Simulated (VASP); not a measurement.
# TaOF (P-6m2) in VASP: notebook

TaOF is run at these levels: PBE; tasks: relaxation of cell and atoms, single point.

Program: VASP 6.6.1. These are calculated values, not measurements. Logs are shortened: lines on timing, memory, paths and dates and some standing lists are left out, and cuts for length are marked.

### Step 1. The cell of the first run

Symmetry: P-6m2, No. 187, hexagonal system. The conventional cell has a = 3.433 Å, b = 3.433 Å, c = 3.429 Å, α = 90.00°, β = 90.00°, γ = 120.00°. Within 2.7 Å of Ta (site symmetry -6m2) lie 3 O at 1.98 Å and 6 F at 2.62 Å. O (site symmetry -6m2) has 3 Ta at 1.98 Å and 6 F at 2.62 Å within 2.7 Å. F (site symmetry -6m2) has 6 O at 2.62 Å and 6 Ta at 2.62 Å and 8 F at 3.43 Å within 3.5 Å.

The cell was generated, and may not be a known phase.

### Step 2. Relaxation of cell and atoms, PBE

Input file INCAR:

```
SYSTEM = TaOF
PREC = Accurate
ENCUT = 600
EDIFF = 1E-6
ISMEAR = 0
SIGMA = 0.1
LREAL = .False.
LASPH = .True.
NELM = 60
ALGO = Normal
ISIF = 3
LWAVE = .False.
LCHARG = .False.
GGA = PE
IBRION = 2
NSW = 90
EDIFFG = -0.04
```

Input file KPOINTS:

```
regular mesh
0
Gamma
  6 6 6
  0 0 0
```

Input file POSCAR:

```
TaOF
1.0
    3.4333960300      0.0000000000      0.0000000000
   -1.7166980100      2.9734081800      0.0000000000
    0.0000000000      0.0000000000      3.4293802800
Ta O F
1 1 1
Direct
    0.0000000000      0.0000000000      0.5000000000
    0.6666666700      0.3333333300      0.5000000000
    0.3333333300      0.6666666700      0.0000000000
```

Potentials or basis: VASP PAW PBE potentials, release 64 (Ta_pv, O, F).

Started as:

```bash
$ cat potpaw_PBE.64/Ta_pv/POTCAR potpaw_PBE.64/O/POTCAR potpaw_PBE.64/F/POTCAR > POTCAR
$ mpirun -np 1 vasp_std > vasp.out
```

OUTCAR:

```text
SYSTEM = TaOF
   PREC = Accurate
   ENCUT = 600
   EDIFF = 1E-6
   ISMEAR = 0
   LREAL = .False.
   LASPH = .True.
   NELM = 60
   ISIF = 3
   GGA = PE
   IBRION = 2
   NSW = 90
   EDIFFG = -0.04

 ion  position               nearest neighbor table
   1  0.000  0.000  0.500-   2 1.98   2 1.98   2 1.98   3 2.62   3 2.62   3 2.62   3 2.62   3 2.62
                             3 2.62
   2  0.667  0.333  0.500-   1 1.98   1 1.98   1 1.98
   3  0.333  0.667  0.000-   1 2.62   1 2.62   1 2.62   1 2.62   1 2.62   1 2.62

  LATTYP: Found a hexagonal cell.
 ALAT       =     3.4333960300
 C/A-ratio  =     0.9988303854

  Lattice vectors:

 A1 = (   3.4333960300,   0.0000000000,   0.0000000000)
 A2 = (  -1.7166980100,   2.9734081800,   0.0000000000)
 A3 = (   0.0000000000,   0.0000000000,   3.4293802800)

Analysis of symmetry for initial positions (statically):
=====================================================================
 Subroutine PRICEL returns:
 Original cell was already a primitive cell.

 Routine SETGRP: Setting up the symmetry group for a
 hexagonal supercell.

 Subroutine GETGRP returns: Found 12 space group operations
 (whereof 12 operations were pure point group operations)
 out of a pool of 24 trial point group operations.

The static configuration has the point symmetry D_3h.

Analysis of symmetry for dynamics (positions and initial velocities):
=====================================================================
 Subroutine PRICEL returns:
 Original cell was already a primitive cell.

 Routine SETGRP: Setting up the symmetry group for a
 hexagonal supercell.

 Subroutine GETGRP returns: Found 12 space group operations
 (whereof 12 operations were pure point group operations)
 out of a pool of 24 trial point group operations.

The dynamic configuration has the point symmetry D_3h.

 Subroutine INISYM returns: Found 12 space group operations
 (whereof 12 operations are pure point group operations),
 and found     1 'primitive' translations

----------------------------------------------------------------------------------------

                                     Primitive cell

  volume of cell :      35.0102

  direct lattice vectors                    reciprocal lattice vectors
     3.433396030  0.000000000  0.000000000     0.291256817  0.168157202  0.000000000
    -1.716698010  2.973408180  0.000000000     0.000000000  0.336314404  0.000000000
     0.000000000  0.000000000  3.429380280     0.000000000  0.000000000  0.291597874

  length of vectors
     3.433396030  3.433396025  3.429380280     0.336314404  0.336314404  0.291597874

  position of ions in fractional coordinates (direct lattice)
     0.000000000  0.000000000  0.500000000
     0.666666670  0.333333330  0.500000000
     0.333333330  0.666666670  0.000000000

  ion indices of the primitive-cell ions
   primitive index   ion index
                 1           1
                 2           2
                 3           3

----------------------------------------------------------------------------------------

 KPOINTS: regular mesh

Automatic generation of k-mesh.
 Grid dimensions read from file:
 generate k-points for:    6    6    6

 Generating k-lattice:

  Cartesian coordinates                     Fractional coordinates (reciprocal lattice)
     0.048542803  0.028026200  0.000000000     0.166666667  0.000000000  0.000000000
     0.000000000  0.056052401  0.000000000     0.000000000  0.166666667  0.000000000
     0.000000000  0.000000000  0.048599646     0.000000000  0.000000000  0.166666667

  Length of vectors
     0.056052401  0.056052401  0.048599646

  Shift w.r.t. Gamma in fractional coordinates (k-lattice)
     0.000000000  0.000000000  0.000000000

 Subroutine IBZKPT returns following result:
 ===========================================

 Found     28 irreducible k-points:

 Following reciprocal coordinates:
            Coordinates               Weight
  0.000000  0.000000  0.000000      1.000000
  0.166667 -0.000000  0.000000      6.000000
  0.333333  0.000000  0.000000      6.000000
  0.500000  0.000000  0.000000      3.000000
  0.166667  0.166667  0.000000      6.000000
  0.333333  0.166667  0.000000     12.000000
[... 16 lines left out ...]
  0.166667 -0.000000  0.500000      6.000000
  0.333333  0.000000  0.500000      6.000000
 [... further k-points ...]
   k-points           NKPTS =     28   k-points in BZ     NKDIM =     28   number of bands    NBANDS=     16
   number of dos      NEDOS =    301   number of ions     NIONS =      3
   total plane-waves  NPLWV =  21952
   dimension x,y,z NGX =    28 NGY =   28 NGZ =   28
   dimension x,y,z NGXF=    56 NGYF=   56 NGZF=   56
   ions per type =               1   1   1
   NGX,Y,Z   is equivalent  to a cutoff of  13.56, 13.56, 13.57 a.u.
   NGXF,Y,Z  is equivalent  to a cutoff of  27.12, 27.12, 27.15 a.u.
 SYSTEM =  TaOF
   PREC   = accura    normal or accurate (medium, high low for compatibility)
   ISTART =      0    job   : 0-new  1-cont  2-samecut
   ICHARG =      2    charge: 1-file 2-atom 10-const
   ISPIN  =      1    spin polarized calculation?
   LNONCOLLINEAR =      F non collinear calculations
   LSORBIT =      F    spin-orbit coupling
   LASPH  =      T    aspherical Exc in radial PAW
   ENCUT  =  600.0 eV  44.10 Ry    6.64 a.u.   6.86  6.86  6.85*2*pi/ulx,y,z
   NELM   =     60;   NELMIN=  2; NELMDL= -5     # of ELM steps
   EDIFF  = 0.1E-05   stopping-criterion for ELM
   LREAL  =      F    real-space projection
   EDIFFG = -.4E-01   stopping-criterion for IOM
   NSW    =     90    number of steps for IOM
   IBRION =      2    ionic relax: 0-MD 1-quasi-New 2-CG
   NFREE  =      1    steps in history (QN), initial steepest desc. (CG)
   ISIF   =      3    stress and relaxation
   ISYM   =      2    0-nonsym 1-usesym 2-fastsym
   POTIM  = 0.5000    time-step for ionic-motion
   TEBEG  =    0.0;   TEEND  =   0.0 temperature during run
   PSTRESS=    0.0 pullay stress
   NELECT =      24.0000    total number of electrons
   NUPDOWN=      -1.0000    fix difference up-down
   EMIN   =  10.00;   EMAX   =-10.00  energy-range for DOS
   EFERMI =   0.00;   METHOD = LEGACY
   ISMEAR =     0;   SIGMA  =   0.10  broadening in eV -4-tet -1-fermi 0-gaus
   EFERMI_NEDOS =   21; number of points for ismear=-14 and -15
   IALGO  =     38    algorithm
   IMIX   =      4    mixing-type and parameters
     AMIX     =   0.40;   BMIX     =  1.00
     AMIX_MAG =   1.60;   BMIX_MAG =  1.00
  volume/ion in A,a.u.               =      11.67        78.75
  Fermi-wavevector in a.u.,A,eV,Ry     =   1.443490  2.727801 28.349975  2.083664
  Thomas-Fermi vector in A             =   2.561892
   LORBIT       =      0    0 simple, 1 ext, 2 COOP (PROOUT), +10 PAW based schemes
   GGA     = PE    functional components
   LHFCALC =     F    Hartree Fock is set to
   AEXX    =    0.0000 exact exchange contribution
   IVDW    =     0    specifies the selected vdW correction
   LEPSILON=     F    determine dielectric tensor
   LRPA    =     F    only Hartree local field effects (RPA)
 conjugate gradient relaxation of ions
 non-spin polarized calculation
 Gauss-broadening in eV      SIGMA  =   0.10
  energy-cutoff  :      600.00
  volume of cell :       35.01
 maximum number of plane-waves:      1196
 NGX is ok and might be reduce to    28
   NGX = 13   NGY = 13   NGZ = 13

--------------------------------------- Ionic step        1  -------------------------------------------

 number of electron      24.0000000 magnetization

 Free energy of the ion-electron system (eV)
  ---------------------------------------------------
  ext. energy  EPLUGINS =         0.00000000
  ---------------------------------------------------
  free energy    TOTEN  =       -23.88105929 eV

  energy without entropy =      -23.87423406  energy(sigma->0) =      -23.87764668

------------------------ aborting loop because EDIFF is reached ----------------------------------------

  FORCE on cell =-STRESS in cart. coord.  units (eV):
  Direction    XX          YY          ZZ          XY          YZ          ZX
  --------------------------------------------------------------------------------------
  -------------------------------------------------------------------------------------
  Total        3.3262223      3.3262223     -2.6577694      0.0000000      0.0000000      0.0000000
  in kB      152.2186193    152.2186190   -121.6280661      0.0000003      0.0000000      0.0000000
  external PRESSURE =      60.9363907 kB  Pullay stress =       0.0000000 kB

 VOLUME and BASIS-vectors are now :
 -----------------------------------------------------------------------------
  energy-cutoff  :      600.00
  volume of cell :       35.01
      direct lattice vectors                 reciprocal lattice vectors
     3.433396030  0.000000000  0.000000000     0.291256817  0.168157202  0.000000000
    -1.716698010  2.973408180  0.000000000     0.000000000  0.336314404  0.000000000
     0.000000000  0.000000000  3.429380280     0.000000000  0.000000000  0.291597874
[... 112 lines left out ...]
 POSITION                                       TOTAL-FORCE (eV/Angst)
 -----------------------------------------------------------------------------------
      0.00000      0.00000      1.54103        -0.000000      0.000000      0.000000
      1.79071      1.03387      1.54103         0.000000     -0.000000     -0.000000
     -0.00000      2.06774     -0.00000        -0.000000      0.000000      0.000000
 -----------------------------------------------------------------------------------
    total drift:                                0.000012     -0.000007     -0.000000

  FREE ENERGIE OF THE ION-ELECTRON SYSTEM (eV)
  ---------------------------------------------------
  free  energy   TOTEN  =       -24.2355173441 eV

  energy  without entropy=      -24.2240106257  energy(sigma->0) =      -24.22976398

--------------------------------------- Ionic step        5  -------------------------------------------

 number of electron      24.0000008 magnetization

 Free energy of the ion-electron system (eV)
  ---------------------------------------------------
  ext. energy  EPLUGINS =         0.00000000
  ---------------------------------------------------
  free energy    TOTEN  =       -24.33648063 eV

  energy without entropy =      -24.33066443  energy(sigma->0) =      -24.33357253

 E-fermi :   7.2330     XC(G=0): -12.2664

 val. band max:        7.0766621198   @ k =   0.1667  -0.0000   0.3333
 cond. band min:       7.2656657489   @ k =   0.3333   0.1667   0.0000
 fundamental gap:      0.1890036291
 Fermi energy:         7.2330328275

 k-point     1 :       0.0000    0.0000    0.0000
  band No.  band energies     occupation
      1     -29.5870      2.00000
      2     -29.5870      2.00000
      3     -28.7069      2.00000
      4     -19.1539      2.00000
      5     -13.6252      2.00000
      6      -2.2097      2.00000
[... 8 lines left out ...]
     15       9.1266      0.00000
     16      11.8649      0.00000
[... 419 lines left out ...]
 k-point    24 :       0.3333    0.0000    0.5000
  band No.  band energies     occupation
      1     -29.6560      2.00000
      2     -29.5359      2.00000
      3     -29.4773      2.00000
      4     -18.6763      2.00000
      5     -13.1560      2.00000
      6      -2.6823      2.00000
[... 8 lines left out ...]
     15       9.6740      0.00000
     16      12.0333      0.00000

 [... further k-points ...]

------------------------ aborting loop because EDIFF is reached ----------------------------------------

  FORCE on cell =-STRESS in cart. coord.  units (eV):
  Direction    XX          YY          ZZ          XY          YZ          ZX
  --------------------------------------------------------------------------------------
  -------------------------------------------------------------------------------------
  Total       -0.0939493     -0.0939493     -0.0743297     -0.0000000      0.0000000      0.0000000
  in kB       -4.6941985     -4.6941985     -3.7138996     -0.0000000      0.0000000      0.0000000
  external PRESSURE =      -4.3674322 kB  Pullay stress =       0.0000000 kB

 VOLUME and BASIS-vectors are now :
 -----------------------------------------------------------------------------
  energy-cutoff  :      600.00
  volume of cell :       32.07
      direct lattice vectors                 reciprocal lattice vectors
     3.602990589  0.000000000  0.000000000     0.277547214  0.160241958 -0.000000000
    -1.801495289  3.120281376 -0.000000000    -0.000000000  0.320483918  0.000000000
     0.000000000  0.000000000  2.852238877    -0.000000000  0.000000000  0.350601770

 POSITION                                       TOTAL-FORCE (eV/Angst)
 -----------------------------------------------------------------------------------
      0.00000      0.00000      1.42612        -0.000000      0.000000      0.000000
      1.80150      1.04009      1.42612        -0.000000      0.000000      0.000000
     -0.00000      2.08019     -0.00000         0.000000     -0.000000     -0.000000
 -----------------------------------------------------------------------------------
    total drift:                                0.000012     -0.000007     -0.000000

  FREE ENERGIE OF THE ION-ELECTRON SYSTEM (eV)
  ---------------------------------------------------
  free  energy   TOTEN  =       -24.3364806339 eV

  energy  without entropy=      -24.3306644292  energy(sigma->0) =      -24.33357253

 reached required accuracy - stopping structural energy minimisation
```

Run time: 90 s. Hardware: 1 thread of Oxide Virtual Turin-like, shared host; peak memory 0.15 GiB.

Results:

| Item | Value |
| --- | --- |
| Free energy | -24.3365 eV |
| Relaxed volume | 10.69 Å³/atom |
| Relaxed cell | a = 3.603 Å, b = 3.603 Å, c = 2.852 Å, α = 90.00°, β = 90.00°, γ = 120.00° |
| Space group after relaxing (to 0.1 Å) | P-6m2 (No. 187) |
| Energy gained by relaxing | 151.8 meV/atom |
| Ionic steps | 5 |
| Pressure after relaxing | -0.4 GPa |
| Band gap on the k mesh | zero (bands 12 and 13 overlap by 1.11 eV) |

Stress tensor (GPa, compression positive):
```
-0.47  0.00  0.00
 0.00 -0.47  0.00
 0.00  0.00 -0.37
```

The path:
| step | energy change (eV) | largest force (eV/Å) | pressure (GPa) | volume (Å³) |
| --- | --- | --- | --- | --- |
| 1 | 0.0000 | 0.0000 | 6.09 | 35.01 |
| 2 | -0.1235 | 0.0000 | -14.95 | 37.19 |
| 3 | -0.1516 | 0.0000 | -9.28 | 36.51 |
| 4 | -0.3545 | 0.0000 | -6.01 | 34.24 |
| 5 | -0.4554 | 0.0000 | -0.44 | 32.07 |

Final structure:
```
Ta O F
1.0
     3.60299    0.00000    0.00000
    -1.80150    3.12028    0.00000
     0.00000    0.00000    2.85224
Ta O F
1 1 1
Direct
  0.00000 0.00000 0.50000
  0.66667 0.33333 0.50000
  0.33333 0.66667 0.00000
```

Caveat: a cell axis changed by over 15 % at a fixed basis, so the end point is rough; spin-orbit coupling is left out, which moves the levels of the heavy elements.

### Step 3. Single point, PBE

This run uses another cell than the first one, of 10.79 Å³/atom.

Input file INCAR:

```
PREC = Accurate ; ENCUT = 520
EDIFF = 1E-6 ; ISMEAR = 0
SIGMA = 0.1 ; LREAL = F
LASPH = T ; NELM = 60
ALGO = Normal ; ISIF = 2
LWAVE = F ; LCHARG = F
GGA = PE ; NBANDS = 19
```

Input file KPOINTS:

```
regular mesh
0
Gamma
  12 12 16
```

Input file POSCAR:

```
TaOF
1.0
    3.5912662011      0.0000000000      0.0000000000
   -1.7956331005      3.1101277619      0.0000000000
    0.0000000000      0.0000000000      2.8971378579
Ta O F
1 1 1
Direct
    0.0000000000      0.0000000000      0.5000000000
    0.6666666667      0.3333333333      0.5000000000
    0.3333333333      0.6666666667      0.0000000000
```

Potentials or basis: VASP PAW PBE potentials, release 64 (Ta_pv, O, F).

Started as:

```bash
$ cat potpaw_PBE.64/Ta_pv/POTCAR potpaw_PBE.64/O/POTCAR potpaw_PBE.64/F/POTCAR > POTCAR
$ mpirun -np 1 vasp_std > vasp.out
```

Wall time 1.8 min (1 thread of Oxide Virtual Turin-like, shared host); peak memory 0.2 GiB.

Results (log left out):

| Quantity | Value |
| --- | --- |
| Free energy | -24.2984 eV |
| Pressure | 0.2 GPa |
| Band gap on the k mesh | zero (bands 12 and 13 overlap by 1.22 eV) |

Stress tensor (GPa, compression positive):
```
 0.35  0.00  0.00
 0.00  0.35  0.00
 0.00  0.00 -0.04
```

Levels at points of the mesh, in eV from the Fermi level:
```csv
k point,band 8,band 9,band 10,band 11,band 12,band 13,band 14,band 15,band 16,band 17
"(0.00, 0.00, 0.00)",-7.23,-5.96,-5.96,-4.04,-3.77,1.82,1.82,1.84,4.70,4.70
"(0.50, 0.00, 0.00)",-7.33,-6.87,-6.02,-4.55,-2.64,0.08,1.52,2.34,3.07,7.27
"(0.00, 0.00, 0.50)",-7.89,-7.57,-7.57,-6.17,-0.69,-0.69,3.42,4.29,4.29,5.53
"(0.50, 0.00, 0.50)",-8.06,-6.37,-6.01,-5.23,0.21,0.46,1.54,1.80,4.96,6.09
```

Caveat: spin-orbit coupling is left out, which moves the levels of the heavy elements.

(Continued in part 2 of 2.)

The gap in the log of VASP goes by the Fermi energy; the results here count the filled bands.